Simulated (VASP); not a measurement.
GaSb, 2 atoms in the cell. It takes space group I-4m2 (No. 119, tetragonal). The conventional cell has a = 5.507 Å, b = 5.507 Å, c = 3.181 Å, α = 90.00°, β = 90.00°, γ = 90.00°. Ga (site symmetry -4m2) has 8 Sb at 2.87 to 3.64 Å and 2 Ga at 3.18 Å within 3.8 Å. Sb (site symmetry -4m2) has 8 Ga at 2.87 to 3.64 Å and 2 Sb at 3.18 Å within 3.8 Å. 

```yaml
Program: VASP 6.6.1
Task: single point
Functional: r2SCAN
Potentials_or_basis: VASP PAW PBE potentials, release 64 (Ga_d, Sb)
Cutoff: 550 eV
k_mesh: 4 × 4 × 4
Occupations: fermi-dirac, width 0.05 eV
Spin: no spin polarisation
Dipole_correction: no
Further_INCAR_settings: ALGO = Normal; EDIFF = 1e-06; NBANDS = 16
```

Potentials or basis: VASP PAW PBE potentials, release 64 (Ga_d, Sb).

Launch:

```sh
$ cat potpaw_PBE.64/Ga_d/POTCAR potpaw_PBE.64/Sb/POTCAR > POTCAR
$ cp INCAR.step1 INCAR
$ mpirun -np 1 vasp_std > vasp.out
$ cp INCAR.step2 INCAR
$ mpirun -np 1 vasp_std > vasp.out
```

Hardware: 1 thread of Intel Xeon 8259CL, on a shared host.

Task: How long does it take, and how much memory?

Result: Run time: 99 s on 1 thread of Intel Xeon 8259CL, with other jobs on the host, peak memory 0.19 GiB. Counts: k points 13.
